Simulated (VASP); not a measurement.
# Ta (Fm-3m) in VASP: further runs, part 2 of 2

VASP 6.6.1. The steps go on from the part before.

## 5. Single point, PBE

This run uses another cell than the first one, of 18.84 Å³/atom.

Input file INCAR:

```
  PREC = Accurate
  ENCUT = 500
  EDIFF = 1E-6
  ISMEAR = -1
  SIGMA = 0.05
  LREAL = False
  LASPH = True
  NELM = 120
  ALGO = Normal
  ISIF = 2
  LWAVE = False
  LCHARG = False
  GGA = PE
  NBANDS = 12
  GGA_COMPAT = False
```

Input file KPOINTS:

```
Automatic mesh
0
Gamma
  19 19 19
```

Input file POSCAR:

```
Ta
1.0
    0.0000000000      2.1118862934      2.1118862934
    2.1118862934      0.0000000000      2.1118862934
    2.1118862934      2.1118862934      0.0000000000
Ta
1
Direct
    0.0000000000      0.0000000000      0.0000000000
```

Potentials or basis: VASP PAW PBE potentials, release 64 (Ta_pv).

The run is started by

```
$ cat potpaw_PBE.64/Ta_pv/POTCAR > POTCAR
$ mpirun -np 1 vasp_std > vasp.out
```

OUTCAR:

```text
PREC = Accurate
   ENCUT = 500
   EDIFF = 1E-6
   ISMEAR = -1
   LREAL = False
   LASPH = True
   NELM = 120
   ISIF = 2
   GGA = PE

 ion  position               nearest neighbor table
   1  0.000  0.000  0.000-

  LATTYP: Found a face centered cubic cell.
 ALAT       =     4.2237725868

  Lattice vectors:

 A1 = (   0.0000000000,   2.1118862934,   2.1118862934)
 A2 = (   2.1118862934,   0.0000000000,   2.1118862934)
 A3 = (   2.1118862934,   2.1118862934,   0.0000000000)

Analysis of symmetry for initial positions (statically):
=====================================================================
 Subroutine PRICEL returns:
 Original cell was already a primitive cell.

 Routine SETGRP: Setting up the symmetry group for a
 face centered cubic supercell.

 Subroutine GETGRP returns: Found 48 space group operations
 (whereof 48 operations were pure point group operations)
 out of a pool of 48 trial point group operations.

The static configuration has the point symmetry O_h .

Analysis of symmetry for dynamics (positions and initial velocities):
=====================================================================
 Subroutine PRICEL returns:
 Original cell was already a primitive cell.

 Routine SETGRP: Setting up the symmetry group for a
 face centered cubic supercell.

 Subroutine GETGRP returns: Found 48 space group operations
 (whereof 48 operations were pure point group operations)
 out of a pool of 48 trial point group operations.

The dynamic configuration has the point symmetry O_h .

 Subroutine INISYM returns: Found 48 space group operations
 (whereof 48 operations are pure point group operations),
 and found     1 'primitive' translations

----------------------------------------------------------------------------------------

[... 114 lines left out ...]
   LORBIT       =      0    0 simple, 1 ext, 2 COOP (PROOUT), +10 PAW based schemes
   GGA     = PE    functional components
   LHFCALC =     F    Hartree Fock is set to
   AEXX    =    0.0000 exact exchange contribution
   IVDW    =     0    specifies the selected vdW correction
   LEPSILON=     F    determine dielectric tensor
   LRPA    =     F    only Hartree local field effects (RPA)
 non-spin polarized calculation
  energy-cutoff  :      500.00
  volume of cell :       18.84
 maximum number of plane-waves:       531
 NGX is ok and might be reduce to    24
   NGX = 11   NGY = 11   NGZ = 11

 number of electron      11.0000001 magnetization

 Free energy of the ion-electron system (eV)
  ---------------------------------------------------
  ext. energy  EPLUGINS =         0.00000000
  ---------------------------------------------------
  free energy    TOTEN  =       -11.57806035 eV

  energy without entropy =      -11.56765699  energy(sigma->0) =      -11.57285867

 E-fermi :   5.4932     XC(G=0): -12.3939

 val. band max:        5.4910210778   @ k =  -0.4211   0.2105   0.0526
 cond. band min:       5.4950642987   @ k =   0.3684   0.2105   0.0526
 fundamental gap:      0.0040432209
 Fermi energy:         5.4932164649

 k-point     1 :       0.0000    0.0000    0.0000
  band No.  band energies     occupation
      1     -28.1449      2.00000
      2     -28.1449      2.00000
      3     -28.1449      2.00000
      4      -2.6167      2.00000
      5       5.9450      0.00024
      6       5.9450      0.00024
      7       5.9450      0.00024
      8       8.9282      0.00000
      9       8.9282      0.00000
     10      17.9516      0.00000
     11      19.6156      0.00000
     12      22.7912      0.00000
[... 331 lines left out ...]
 k-point    24 :      -0.2632    0.0526    0.0000
  band No.  band energies     occupation
      1     -28.7590      2.00000
      2     -28.2571      2.00000
      3     -28.2152      2.00000
      4      -0.0668      2.00000
      5       4.7074      2.00000
      6       6.1884      0.00000
      7       6.3458      0.00000
      8       8.8153      0.00000
      9       9.7668      0.00000
     10      17.6994      0.00000
     11      19.6160      0.00000
     12      21.5516      0.00000

 [... further k-points ...]

------------------------ aborting loop because EDIFF is reached ----------------------------------------

  FORCE on cell =-STRESS in cart. coord.  units (eV):
  Direction    XX          YY          ZZ          XY          YZ          ZX
  --------------------------------------------------------------------------------------
  -------------------------------------------------------------------------------------
  Total        0.0046790      0.0046790      0.0046790      0.0000000     -0.0000000      0.0000000
  in kB        0.3979416      0.3979416      0.3979416      0.0000000     -0.0000000      0.0000000
  external PRESSURE =       0.3979416 kB  Pullay stress =       0.0000000 kB

 VOLUME and BASIS-vectors are now :
 -----------------------------------------------------------------------------
  energy-cutoff  :      500.00
  volume of cell :       18.84
      direct lattice vectors                 reciprocal lattice vectors
     0.000000000  2.111886293  2.111886293    -0.236755171  0.236755171  0.236755171
     2.111886293  0.000000000  2.111886293     0.236755171 -0.236755171  0.236755171
     2.111886293  2.111886293  0.000000000     0.236755171  0.236755171 -0.236755171

 POSITION                                       TOTAL-FORCE (eV/Angst)
 -----------------------------------------------------------------------------------
      0.00000      0.00000      0.00000        -0.000000     -0.000000     -0.000000
 -----------------------------------------------------------------------------------
    total drift:                                0.000000      0.000000     -0.000000

  FREE ENERGIE OF THE ION-ELECTRON SYSTEM (eV)
  ---------------------------------------------------
  free  energy   TOTEN  =       -11.5780603482 eV

  energy  without entropy=      -11.5676569854  energy(sigma->0) =      -11.57285867
```

OSZICAR:

```text
N       E                     dE             d eps       ncg     rms          rms(c)
DAV:   1     0.590812754034E+02    0.59081E+02   -0.59648E+03  5304   0.843E+02
DAV:   2    -0.110919981282E+02   -0.70173E+02   -0.68425E+02  5936   0.239E+02
DAV:   3    -0.120858114479E+02   -0.99381E+00   -0.98274E+00  6352   0.269E+01
DAV:   4    -0.120886412004E+02   -0.28298E-02   -0.28294E-02  5828   0.159E+00
DAV:   5    -0.120886522813E+02   -0.11081E-04   -0.11080E-04  6388   0.935E-02    0.123E+01
DAV:   6    -0.116981130982E+02    0.39054E+00   -0.30943E-01  6260   0.607E+00    0.588E+00
DAV:   7    -0.115789631128E+02    0.11915E+00   -0.35368E-01  6148   0.556E+00    0.380E-01
DAV:   8    -0.115781948749E+02    0.76824E-03   -0.14024E-02  5900   0.912E-01    0.220E-01
DAV:   9    -0.115780665631E+02    0.12831E-03   -0.34495E-04  6128   0.189E-01    0.248E-02
DAV:  10    -0.115780606096E+02    0.59536E-05   -0.98678E-06  6008   0.306E-02    0.680E-03
DAV:  11    -0.115780603482E+02    0.26139E-06   -0.60282E-07  3596   0.813E-03
   1 F= -.11578060E+02 E0= -.11572859E+02  d E =-.104034E-01
```

stdout:

```text
POSCAR found type information on POSCAR Ta
 POSCAR found :  1 types and       1 ions
 scaLAPACK will be used
 LDA part: xc-table for (Slater+PW92), standard interpolation
 POSCAR, INCAR and KPOINTS ok, starting setup
 FFT: planning ... GRIDC
 FFT: planning ... GRID_SOFT
 FFT: planning ... GRID
 WAVECAR not read
 entering main loop
```

It took 20 s on 1 thread of Intel Xeon Platinum 8375C at 2.90GHz (Ice Lake), shared host; peak memory 0.17 GiB.

Results:

| Item | Value |
| --- | --- |
| Free energy | -11.5781 eV |
| Pressure | 0.0 GPa |
| Band gap on the k mesh | zero (an odd number of electrons rules out a gap without spin polarisation) |

Caveat: spin-orbit coupling is left out, which moves the levels of the heavy elements.

## 6. The runs side by side

```tsv
cell	gap on the mesh (eV)	pressure (GPa)
a = 2.781 Å, angles 60.0°, 1 atom	none	60.6
a = 2.833 Å, angles 60.0°, 1 atom	none	40.3
a = 2.899 Å, angles 60.0°, 1 atom	none	20.1
a = 2.987 Å, angles 60.0°, 1 atom	none	0.0
```

Alike in all rows: task single point; level PBE; potentials or basis VASP PAW PBE potentials, release 64 (Ta_pv); no spin polarisation; k mesh 19 × 19 × 19; cutoff (eV) 500; smearing fermi-dirac 0.05 eV.

Caveats: spin-orbit coupling is left out, which moves the levels of the heavy elements; the cell stands under pressure (at least some runs).

Total energies depend on the potentials used, so only differences within one code and one set of settings carry meaning.
